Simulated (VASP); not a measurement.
# AlN: single point with LDA

AlN:

```
Al N
1.0
     3.08874    0.00000    0.00000
    -1.54437    2.67493    0.00000
     0.00000    0.00000    4.94377
Al N
2 2
Direct
  0.32690 0.65381 0.00152
  0.67310 0.34619 0.50152
  0.33907 0.67814 0.38348
  0.66093 0.32186 0.88348
```

This cell differs from its parent crystal: mode 4 frozen in at +0.000 Å and mode 5 at -0.034 Å (largest displacements).

```yaml
Program: VASP 6.6.1
Task: single point
Functional: LDA
Potentials_or_basis: VASP PAW LDA potentials, release 64 (Al, N)
Cutoff: 520 eV
k_mesh: 9 × 9 × 6
Occupations: gaussian, width 0.05 eV
Spin: no spin polarisation
```

| Property | Result |
| --- | --- |
| Pressure | 0.6 GPa |
| Largest force | 0.191 eV/Å |
| Band gap on the k mesh | 4.41 eV, direct |

Forces in eV/Å, atoms in the order of the input:
```
Al   0.000  0.191  0.008
Al   0.000 -0.191  0.008
N    0.000 -0.092 -0.008
N    0.000  0.092 -0.008
```

Levels at points of the mesh, in eV from the valence-band top:
```csv
k point,band 5,band 6,band 7,band 8,band 9,band 10,band 11,band 12
"(0.00, 0.00, 0.00)",-0.88,-0.29,-0.18,0.00,4.41,6.72,10.63,10.96
"(0.00, 0.00, 0.50)",-0.59,-0.59,-0.56,-0.56,6.59,6.59,10.31,10.31
```

It took 19 s on 1 thread of Intel(R) Xeon(R) Platinum 8559C (Emerald Rapids) (shared host), peak memory 0.17 GiB.

Caveat: the cell differs from its parent crystal (mode 4 frozen in at +0.000 Å and mode 5 at -0.034 Å (largest displacements)). A k mesh can miss the band edges.
